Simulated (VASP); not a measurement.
# SiC (P6_3mc) in VASP: further runs, part 3 of 3

VASP 6.6.1.

### 4 Electric field gradients, PBEsol (10.96 Å³/atom)

This run uses another cell than the first one, of 10.96 Å³/atom.

File INCAR:

```
ALGO = Normal
EDIFF = 1E-8
ENCUT = 520
GGA = PS
ISIF = 2
ISMEAR = -1
LASPH = True
LCHARG = False
LEFG = True
LREAL = False
LWAVE = False
NBANDS = 16
NELM = 100
PREC = Accurate
SIGMA = 0.08
```

File KPOINTS:

```
k-points
0
Gamma
  15 15 8
```

File POSCAR:

```
SiC
1.0
    3.1363272130      0.0000000000      0.0000000000
   -1.5681636065      2.7161390411      0.0000000000
    0.0000000000      0.0000000000      5.1470055276
Si C
2 2
Direct
    0.3333333333      0.6666666667      0.0000000000
    0.6666666667      0.3333333333      0.5000000000
    0.3333333333      0.6666666667      0.3850000000
    0.6666666667      0.3333333333      0.8850000000
```

Potentials or basis: VASP PAW PBE potentials, release 64 (Si, C).

On the command line:

```
$ cat potpaw_PBE.64/Si/POTCAR potpaw_PBE.64/C/POTCAR > POTCAR
$ mpirun -np 1 vasp_std > vasp.out
```

OUTCAR:

```text
EDIFF = 1E-8
   ENCUT = 520
   GGA = PS
   ISIF = 2
   ISMEAR = -1
   LASPH = True
   LREAL = False
   NELM = 100
   PREC = Accurate

 ion  position               nearest neighbor table
   1  0.333  0.667  0.000-   4 1.91   4 1.91   4 1.91   3 1.98   2 3.15   2 3.15   2 3.15   2 3.15
                             2 3.15   2 3.15
   2  0.667  0.333  0.500-   3 1.91   3 1.91   3 1.91   4 1.98   1 3.15   1 3.15   1 3.15   1 3.15
                             1 3.15   1 3.15
   3  0.333  0.667  0.385-   2 1.91   2 1.91   2 1.91   1 1.98
   4  0.667  0.333  0.885-   1 1.91   1 1.91   1 1.91   2 1.98

  LATTYP: Found a hexagonal cell.
 ALAT       =     3.1363272130
 C/A-ratio  =     1.6410932846

  Lattice vectors:

 A1 = (   3.1363272130,   0.0000000000,   0.0000000000)
 A2 = (  -1.5681636065,   2.7161390411,   0.0000000000)
 A3 = (   0.0000000000,   0.0000000000,   5.1470055276)

Analysis of symmetry for initial positions (statically):
=====================================================================
 Subroutine PRICEL returns:
 Original cell was already a primitive cell.

 Routine SETGRP: Setting up the symmetry group for a
 hexagonal supercell.

 Subroutine GETGRP returns: Found 12 space group operations
 (whereof  6 operations were pure point group operations)
 out of a pool of 24 trial point group operations.

The static configuration has the point symmetry C_3v.
 The point group associated with its full space group is C_6v.

Analysis of symmetry for dynamics (positions and initial velocities):
=====================================================================
 Subroutine PRICEL returns:
 Original cell was already a primitive cell.

 Routine SETGRP: Setting up the symmetry group for a
 hexagonal supercell.

 Subroutine GETGRP returns: Found 12 space group operations
 (whereof  6 operations were pure point group operations)
 out of a pool of 24 trial point group operations.

The dynamic configuration has the point symmetry C_3v.
 The point group associated with its full space group is C_6v.

 Subroutine INISYM returns: Found 12 space group operations
 (whereof  6 operations are pure point group operations),
 and found     1 'primitive' translations

----------------------------------------------------------------------------------------

                                     Primitive cell

  volume of cell :      43.8458

  direct lattice vectors                    reciprocal lattice vectors
     3.136327213  0.000000000  0.000000000     0.318844283  0.184084832  0.000000000
    -1.568163606  2.716139041  0.000000000     0.000000000  0.368169665  0.000000000
     0.000000000  0.000000000  5.147005528     0.000000000  0.000000000  0.194287726

  length of vectors
     3.136327213  3.136327213  5.147005528     0.368169665  0.368169665  0.194287726

  position of ions in fractional coordinates (direct lattice)
     0.333333333  0.666666667  0.000000000
     0.666666667  0.333333333  0.500000000
     0.333333333  0.666666667  0.385000000
     0.666666667  0.333333333  0.885000000

  ion indices of the primitive-cell ions
   primitive index   ion index
                 1           1
                 2           2
                 3           3
[... 93 lines left out ...]
     AMIX_MAG =   1.60;   BMIX_MAG =  1.00
  volume/ion in A,a.u.               =      10.96        73.97
  Fermi-wavevector in a.u.,A,eV,Ry     =   1.169873  2.210740 18.620981  1.368604
  Thomas-Fermi vector in A             =   2.306340
   LORBIT       =      0    0 simple, 1 ext, 2 COOP (PROOUT), +10 PAW based schemes
   GGA     = PS    functional components
   LHFCALC =     F    Hartree Fock is set to
   AEXX    =    0.0000 exact exchange contribution
   IVDW    =     0    specifies the selected vdW correction
   LEPSILON=     F    determine dielectric tensor
   LRPA    =     F    only Hartree local field effects (RPA)
 non-spin polarized calculation
  energy-cutoff  :      520.00
  volume of cell :       43.85
 maximum number of plane-waves:      1194
 NGX is ok and might be reduce to    24
   NGX = 11   NGY = 11   NGZ = 19

 number of electron      16.0000000 magnetization

 Free energy of the ion-electron system (eV)
  ---------------------------------------------------
  ext. energy  EPLUGINS =         0.00000000
  ---------------------------------------------------
  free energy    TOTEN  =       -31.70169642 eV

  energy without entropy =      -31.70169641  energy(sigma->0) =      -31.70169641

 E-fermi :   8.8428     XC(G=0): -11.2487

 val. band max:        7.7087683020   @ k =   0.0000   0.0000   0.0000
 cond. band min:       9.9731663337   @ k =   0.3333   0.3333   0.0000
 fundamental gap:      2.2643980317
 Fermi energy:         8.8428339136

 k-point     1 :       0.0000    0.0000    0.0000
  band No.  band energies     occupation
      1      -7.5764      2.00000
      2      -4.2543      2.00000
      3      -0.7094      2.00000
      4       6.1800      2.00000
      5       6.1800      2.00000
      6       7.4339      2.00000
[... 433 lines left out ...]
      3       0.3337      2.00000
      4       1.4794      2.00000
      5       2.0625      2.00000
      6       3.1122      2.00000
[... 8 lines left out ...]
     15      18.1925      0.00000
     16      18.9503      0.00000

 [... further k-points ...]

------------------------ aborting loop because EDIFF is reached ----------------------------------------

  FORCE on cell =-STRESS in cart. coord.  units (eV):
  Direction    XX          YY          ZZ          XY          YZ          ZX
  --------------------------------------------------------------------------------------
  -------------------------------------------------------------------------------------
  Total       -2.7640020     -2.7640020     -3.5244213      0.0000000      0.0000000      0.0000000
  in kB     -100.9998974   -100.9998974   -128.7865193      0.0000000      0.0000000      0.0000000
  external PRESSURE =    -110.2621047 kB  Pullay stress =       0.0000000 kB

 VOLUME and BASIS-vectors are now :
 -----------------------------------------------------------------------------
  energy-cutoff  :      520.00
  volume of cell :       43.85
      direct lattice vectors                 reciprocal lattice vectors
     3.136327213  0.000000000  0.000000000     0.318844283  0.184084832  0.000000000
    -1.568163606  2.716139041  0.000000000     0.000000000  0.368169665  0.000000000
     0.000000000  0.000000000  5.147005528     0.000000000  0.000000000  0.194287726

 POSITION                                       TOTAL-FORCE (eV/Angst)
 -----------------------------------------------------------------------------------
     -0.00000      1.81076      0.00000        -0.000000      0.000000      0.663689
      1.56816      0.90538      2.57350         0.000000     -0.000000      0.663689
     -0.00000      1.81076      1.98160        -0.000000      0.000000     -0.663689
      1.56816      0.90538      4.55510         0.000000     -0.000000     -0.663689
 -----------------------------------------------------------------------------------
    total drift:                               -0.000000      0.000000     -0.000197

  FREE ENERGIE OF THE ION-ELECTRON SYSTEM (eV)
  ---------------------------------------------------
  free  energy   TOTEN  =       -31.7016964192 eV

  energy  without entropy=      -31.7016964067  energy(sigma->0) =      -31.70169641

 Electric field gradients (V/A^2)
---------------------------------------------------------------------
 ion       V_xx      V_yy      V_zz      V_xy      V_xz      V_yz
---------------------------------------------------------------------
   1      -8.061    -8.061    16.122    -0.000     0.000    -0.000
   2      -8.061    -8.061    16.122    -0.000    -0.000     0.000
   3      -1.307    -1.307     2.614    -0.001     0.000    -0.000
   4      -1.307    -1.307     2.614    -0.001    -0.000     0.000
---------------------------------------------------------------------

 Electric field gradients after diagonalization (V/A^2)
 (convention: |V_zz| > |V_xx| > |V_yy|)
----------------------------------------------------------------------
 ion       V_xx      V_yy      V_zz     asymmetry (V_yy - V_xx)/ V_zz
----------------------------------------------------------------------
   1      -8.061    -8.061    16.122       0.000
   2      -8.061    -8.061    16.122       0.000
   3      -1.308    -1.306     2.614       0.000
   4      -1.308    -1.306     2.614       0.000
----------------------------------------------------------------------

           NMR quadrupolar parameters

 Cq : quadrupolar parameter    Cq=e*Q*V_zz/h
 eta: asymmetry parameters     (V_yy - V_xx)/ V_zz
 Q  : nuclear electric quadrupole moment in mb (millibarn)
----------------------------------------------------------------------
 ion       Cq(MHz)       eta       Q (mb)
----------------------------------------------------------------------
   1       0.039       0.000       1.000
   2       0.039       0.000       1.000
   3       0.006       0.000       1.000
   4       0.006       0.000       1.000
----------------------------------------------------------------------
```

OSZICAR:

```text
N       E                     dE             d eps       ncg     rms          rms(c)
DAV:   1     0.229376018081E+02    0.22938E+02   -0.70573E+03  4320   0.890E+02
DAV:   2    -0.324198025180E+02   -0.55357E+02   -0.50549E+02  6104   0.154E+02
DAV:   3    -0.349909605294E+02   -0.25712E+01   -0.25597E+01  5704   0.306E+01
DAV:   4    -0.350112936652E+02   -0.20333E-01   -0.20329E-01  5240   0.332E+00
DAV:   5    -0.350115028377E+02   -0.20917E-03   -0.20917E-03  5600   0.319E-01    0.116E+01
DAV:   6    -0.318042128431E+02    0.32073E+01   -0.56967E+00  5504   0.145E+01    0.523E+00
DAV:   7    -0.317329992147E+02    0.71214E-01   -0.92025E-01  6160   0.553E+00    0.231E+00
DAV:   8    -0.317048529193E+02    0.28146E-01   -0.48062E-02  4936   0.136E+00    0.552E-01
DAV:   9    -0.317015201883E+02    0.33327E-02   -0.64367E-03  5584   0.535E-01    0.116E-01
DAV:  10    -0.317016885848E+02   -0.16840E-03   -0.74885E-04  5144   0.159E-01    0.548E-02
DAV:  11    -0.317016961636E+02   -0.75788E-05   -0.48434E-05  5368   0.492E-02    0.113E-02
DAV:  12    -0.317016963146E+02   -0.15096E-06   -0.45297E-06  5424   0.138E-02    0.406E-03
DAV:  13    -0.317016964354E+02   -0.12084E-06   -0.63798E-07  5704   0.513E-03    0.231E-03
DAV:  14    -0.317016964185E+02    0.16871E-07   -0.57826E-08  5160   0.161E-03    0.122E-03
DAV:  15    -0.317016964192E+02   -0.67689E-09   -0.14925E-08  4120   0.745E-04
   1 F= -.31701696E+02 E0= -.31701696E+02  d E =-.124902E-07
```

stdout:

```text
POSCAR found type information on POSCAR SiC
 POSCAR found :  2 types and       4 ions
 scaLAPACK will be used
 -----------------------------------------------------------------------------
|                                                                             |
|                                                                             |
|     You enforced a specific xc type in the INCAR file but a different       |
|     I HOPE YOU KNOW WHAT YOU ARE DOING!                                     |
|                                                                             |
 -----------------------------------------------------------------------------

 LDA part: xc-table for (Slater+PW92), standard interpolation
 POSCAR, INCAR and KPOINTS ok, starting setup
 FFT: planning ... GRIDC
 FFT: planning ... GRID_SOFT
 FFT: planning ... GRID
 WAVECAR not read
 entering main loop
ion   1

ion   2

ion   3

ion   4
```

Wall time 85 s (1 thread of Intel Xeon 8259CL, shared host); peak memory 0.21 GiB.

Results:

| Property | Result |
| --- | --- |
| Free energy | -31.7017 eV |
| Pressure | -11.0 GPa |
| Largest force | 0.664 eV/Å |
| Band gap on the k mesh | 2.26 eV (least direct gap 3.85 eV) |
| Largest electric field gradient by atom | Si +16.1; C +2.6 V/Å² |

Forces on the atoms (eV/Å):
```
Si   0.000  0.000  0.664
Si   0.000  0.000  0.664
C    0.000  0.000 -0.664
C    0.000  0.000 -0.664
```

Levels at points of the mesh, in eV from the valence-band top:
```tsv
k point	band 4	band 5	band 6	band 7	band 8	band 9	band 10	band 11	band 12	band 13
(0.00, 0.00, 0.00)	-1.53	-1.53	-0.27	-0.27	0.00	4.07	5.36	6.11	6.11	6.99
(0.00, 0.00, 0.50)	-4.37	-0.95	-0.95	-0.95	-0.95	5.14	5.14	6.79	6.79	6.79
```

Electric field gradients, principal values (V/Å²):
```csv
atom,least,middle,greatest (by size)
1 Si,-8.061,-8.061,16.122
2 Si,-8.061,-8.061,16.122
3 C,-1.306,-1.308,2.614
4 C,-1.306,-1.308,2.614
```

Caveat: the cell stands under tension; without QUAD_EFG the Cq values of the log hold for a quadrupole moment of 1 mb, not for the nuclei; the PAW data sets were made with another functional, which shifts forces and pressure a little; an odd mesh through Γ misses points on the zone boundary, where band edges can lie.

### 5 Summary

| cell | gap on the mesh (eV) | pressure (GPa) | largest force (eV/Å) |
| --- | --- | --- | --- |
| a = 3.066, b = 3.066, c = 5.031 Å, angles 90.0, 90.0, 120.0°, 4 atoms | 2.14 | 2.9 | 0.77 |
| a = 3.096, b = 3.096, c = 5.081 Å, angles 90.0, 90.0, 120.0°, 4 atoms | 2.20 | -3.6 | 0.72 |
| a = 3.136, b = 3.136, c = 5.147 Å, angles 90.0, 90.0, 120.0°, 4 atoms | 2.26 | -11.0 | 0.66 |

Alike in all rows: task electric field gradients; level PBEsol; potentials or basis VASP PAW PBE potentials, release 64 (Si, C); no spin polarisation; k mesh 15 × 15 × 8; cutoff (eV) 520; smearing fermi-dirac 0.08 eV.

Caveats: the PAW data sets were made with another functional, which shifts forces and pressure a little; an odd mesh through Γ misses points on the zone boundary, where band edges can lie; the cell stands under tension (at least some runs).

Total energies depend on the potentials used, so only differences within one code and one set of settings carry meaning.
